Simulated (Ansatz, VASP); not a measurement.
## Zr3S2: VASP beside Ansatz

Contents of INCAR:

```
PREC = Accurate ; ENCUT = 520
EDIFF = 1E-6 ; ISMEAR = 0
SIGMA = 0.1 ; LREAL = F
LASPH = T ; NELM = 150
ALGO = Normal ; ISIF = 2
LWAVE = F ; LCHARG = F
ISPIN = 2 ; MAGMOM = 1 1 1 0 0
LORBIT = 11 ; LMAXMIX = 4
GGA = PE ; NBANDS = 36
```

Contents of KPOINTS:

```
Automatic mesh
0
Gamma
  6 6 4
```

The input POSCAR:

```
Zr3S2
1.0
    4.9777396886      0.0000000000      0.0000000000
   -2.4888698443      4.3108490238      0.0000000000
    0.0000000000      0.0000000000      4.8681324246
Zr S
3 2
Direct
    0.3333333333      0.6666666667      0.5000000000
    0.6666666667      0.3333333333      0.5000000000
    0.0000000000      0.0000000000      0.0000000000
    0.3333333333      0.6666666667      0.0000000000
    0.6666666667      0.3333333333      0.0000000000
```

Input for Ansatz:

```yaml
crystal:
  lattice:
    - [4.9777396886, 0.0, 0.0]
    - [-2.4888698443, 4.3108490238, 0.0]
    - [0.0, 0.0, 4.8681324246]
  atoms:
    - { symbol: Zr, position: [0.3333333333, 0.6666666667, 0.5], spin: 1.0 }
    - { symbol: Zr, position: [0.6666666667, 0.3333333333, 0.5], spin: 1.0 }
    - { symbol: Zr, position: [0.0, 0.0, 0.0], spin: 1.0 }
    - { symbol: S, position: [0.3333333333, 0.6666666667, 0.0] }
    - { symbol: S, position: [0.6666666667, 0.3333333333, 0.0] }
basis:
  ecutwfc: 420
kpoints:
  mp_grid: { grid: [6, 6, 4] }
hamiltonian:
  xc: pbe
scf:
  occupations: { method: gaussian, width: 0.1 }
  lower_state_search: "off"
output:
  forces: true
  stress: true
  eigenvalues: true
  populations: true
magnetization:
  spin_polarized: true
```

Alike in both runs: task single point; functional PBE; k mesh 6 × 6 × 4; occupations gaussian, width 0.1 eV; collinear spin.

```csv
,VASP,Ansatz
version,VASP 6.6.1,Ansatz 0.2.0
potentials or method,"VASP PAW PBE potentials, release 64 (Zr_sv, S), cutoff 520 eV","scalar-relativistic, plane waves, PAW"
valence electrons in the cell,48,48
```

VASP gave:

| Property | Result |
| --- | --- |
| gap on the k mesh at the Fermi level (eV) | none |
| pressure (GPa) | 0.3 |
| net moment per atom (μB) | 0.11 |
| size of the moment on the site where the two differ most (μB) | 0.22 |

Estimate Ansatz's values.

gap on the k mesh at the Fermi level (eV): none; pressure (GPa): 0.3; net moment per atom (μB): 0.11; size of the moment on the site where the two differ most (μB): 0.15.

Site moments also hang on the region over which each program counts them. A gap of «none» marks a metal or a gap that the smearing closes. Ansatz's warnings: seeded moment not kept.
